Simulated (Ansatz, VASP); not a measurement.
One calculation of C, two programs

```
C
1.0
     2.60880    0.00000    0.00000
    -1.30440    2.25929    0.00000
     0.00000    0.00000   12.42911
C
12
Direct
  0.00000 0.00000 0.18686
  0.00000 0.00000 0.68686
  0.00000 0.00000 0.31314
  0.00000 0.00000 0.81314
  0.33333 0.66667 0.52077
  0.66667 0.33333 0.02077
  0.33333 0.66667 0.97923
  0.66667 0.33333 0.47923
  0.33333 0.66667 0.64510
  0.66667 0.33333 0.14510
  0.33333 0.66667 0.85490
  0.66667 0.33333 0.35490
```

Alike in both runs: task single point; functional PBE; k mesh 12 × 12 × 2; occupations gaussian, width 0.05 eV; no spin polarisation.

|  | VASP | Ansatz |
| --- | --- | --- |
| version | VASP 6.6.1 | Ansatz 0.2.0 |
| potentials or method | VASP PAW PBE potentials, release 64 (C), cutoff 520 eV | scalar-relativistic, plane waves, PAW |
| valence electrons in the cell | 48 | 48 |

Ansatz gave:

```
gap on the k mesh at the Fermi level (eV)                     : 3.99
least direct gap on the mesh (eV)                             : 4.85
pressure (GPa)                                                : -25.6
traceless stress, the component that is largest in VASP (GPa) : 23.10
rms of the force components (eV/Å)                            : 0.029
```

Task: What did VASP give for the same quantities?

Result: gap on the k mesh at the Fermi level (eV): 3.98; least direct gap on the mesh (eV): 4.84; pressure (GPa): -25.2; traceless stress, the component that is largest in VASP (GPa): 23.23; rms of the force components (eV/Å): 0.031.

Atom by atom the forces differ by 0.005 eV/Å (rms over components).
